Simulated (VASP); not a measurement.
Set up this calculation in VASP 6.6.1, as the native input.

```yaml
Task: single point
Functional: r2SCAN
Potentials_or_basis: VASP PAW PBE potentials, release 64 (Ga_d)
Cutoff: 520 eV
k_mesh: 20 × 20 × 16
Occupations: gaussian, width 0.15 eV
Spin: no spin polarisation
Dipole_correction: no
Further_INCAR_settings: ALGO = Normal; EDIFF = 1e-06; NBANDS = 20
```

Crystal: Ga.

```
Ga
1.0
     1.42661   -3.99942    0.00000
     1.42661    3.99942    0.00000
     0.00000    0.00000    3.27481
Ga
2
Direct
  0.86700 0.13300 0.25000
  0.13300 0.86700 0.75000
```

This cell differs from its parent crystal: ratio of the length along z to the lengths across it x 1.05, volume and fractional coordinates fixed.

The input as run:

POSCAR

```
Ga
1.0
    1.4266088129     -3.9994240168      0.0000000000
    1.4266088129      3.9994240168      0.0000000000
    0.0000000000      0.0000000000      3.2748051266
Ga
2
Direct
    0.8670000000      0.1330000000      0.2500000000
    0.1330000000      0.8670000000      0.7500000000
```

INCAR.step1

```
SYSTEM = Ga
PREC     = Accurate       ! precision mode
ENCUT    = 520            ! plane-wave cutoff, eV
ISMEAR   = 0              ! smearing method
SIGMA    = 0.15           ! smearing width, eV
LREAL    = .False.        ! projectors in reciprocal space
LASPH    = .True.         ! aspherical terms in the spheres
NELM     = 100            ! most SCF steps
NBANDS   = 20             ! bands
GGA      = PE             ! functional
ALGO     = Normal         ! electronic algorithm
EDIFF    = 1E-4           ! SCF threshold, eV
LWAVE    = .True.         ! write WAVECAR
LCHARG   = .False.        ! write CHGCAR
```

INCAR.step2

```
SYSTEM = Ga
PREC     = Accurate       ! precision mode
ENCUT    = 520            ! plane-wave cutoff, eV
EDIFF    = 1E-6           ! SCF threshold, eV
ISMEAR   = 0              ! smearing method
SIGMA    = 0.15           ! smearing width, eV
LREAL    = .False.        ! projectors in reciprocal space
LASPH    = .True.         ! aspherical terms in the spheres
NELM     = 100            ! most SCF steps
ALGO     = Normal         ! electronic algorithm
ISIF     = 2              ! what is computed and relaxed
LWAVE    = .False.        ! write WAVECAR
LCHARG   = .False.        ! write CHGCAR
METAGGA  = R2SCAN         ! meta-GGA
LMIXTAU  = .True.       
NBANDS   = 20             ! bands
ISTART   = 1
```

KPOINTS

```
Automatic mesh
0
Gamma
  20 20 16
  0 0 0
```

Potentials or basis: VASP PAW PBE potentials, release 64 (Ga_d).

Command:

```console
$ cat potpaw_PBE.64/Ga_d/POTCAR > POTCAR
$ cp INCAR.step1 INCAR
$ mpirun -np 1 vasp_std > vasp.out
$ cp INCAR.step2 INCAR
$ mpirun -np 1 vasp_std > vasp.out
```

It gave:

```
Pressure               : -1.6 GPa
Largest force          : 0.186 eV/Å
Band gap on the k mesh : zero (bands 13 and 14 overlap by 9.05 eV)
```

Caveat: the PAW data sets were made with another functional, which shifts forces and pressure a little.

Run time: 56 min on 1 thread of Oxide Virtual Turin-like Processor, on a shared host, peak memory 0.62 GiB.
